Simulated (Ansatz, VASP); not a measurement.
Pb in VASP and in Ansatz

The input POSCAR:

```
Pb
1.0
    0.0000000000      2.4415696833      2.4415696833
    2.4415696833      0.0000000000      2.4415696833
    2.4415696833      2.4415696833      0.0000000000
Pb
1
Direct
    0.0000000000      0.0000000000      0.0000000000
```

File INCAR.step1:

```
SYSTEM = Pb
ALGO = Normal ; EDIFF = 1E-4
ENCUT = 520 ; GGA = PE
ISMEAR = -1 ; LASPH = .TRUE.
LCHARG = .FALSE. ; LREAL = .FALSE.
LWAVE = .TRUE. ; NBANDS = 13
NELM = 80 ; PREC = Accurate
SIGMA = 0.05
```

Contents of INCAR.step2:

```
SYSTEM = Pb
ALGO = Normal ; EDIFF = 1E-6
ENCUT = 520 ; ISIF = 2
ISMEAR = -1 ; ISTART = 1
IVDW = 13 ; LASPH = .TRUE.
LCHARG = .FALSE. ; LMIXTAU = .TRUE.
LREAL = .FALSE. ; LWAVE = .FALSE.
METAGGA = R2SCAN ; NBANDS = 13
NELM = 80 ; PREC = Accurate
SIGMA = 0.05 ; VDW_A1 = 0.51559235
VDW_A2 = 5.77342911 ; VDW_S6 = 1.0
VDW_S8 = 0.6018749
```

The input KPOINTS:

```
k-points
0
G
  9 9 9
  0 0 0
```

input.yaml

```yaml
crystal:
  lattice:
    - [0.0, 2.4415696833, 2.4415696833]
    - [2.4415696833, 0.0, 2.4415696833]
    - [2.4415696833, 2.4415696833, 0.0]
  atoms:
    - { symbol: Pb, position: [0.0, 0.0, 0.0] }
hamiltonian:
  xc: r2scan
  pseudopotentials: { kind: paw }
  dispersion: d4
kpoints:
  mp_grid: { grid: [9, 9, 9] }
scf:
  occupations: { method: fermi_dirac, width: 0.05 }
output:
  forces: true
  stress: true
  eigenvalues: true
```

Alike in both runs: task single point; functional r2SCAN; dispersion D4; k mesh 9 × 9 × 9; occupations fermi-dirac, width 0.05 eV; no spin polarisation.

|  | VASP | Ansatz |
| --- | --- | --- |
| version | VASP 6.6.1 | Ansatz 0.2.0 |
| potentials or method | VASP PAW PBE potentials, release 64 (Pb_d) | Ansatz PAW |
| plane-wave cutoff (eV) | 520 | 500 |
| valence electrons in the cell | 14 | 14 |

|  | VASP | Ansatz | Ansatz less VASP |
| --- | --- | --- | --- |
| gap on the k mesh at the Fermi level (eV) | none | none | - |
| pressure (GPa) | 2.7 | 2.7 | 0.00 |

VASP's potentials were made for PBE, not for r2SCAN. A gap of «none» marks a metal or a gap that the smearing closes.

Neither program's run includes spin-orbit coupling.
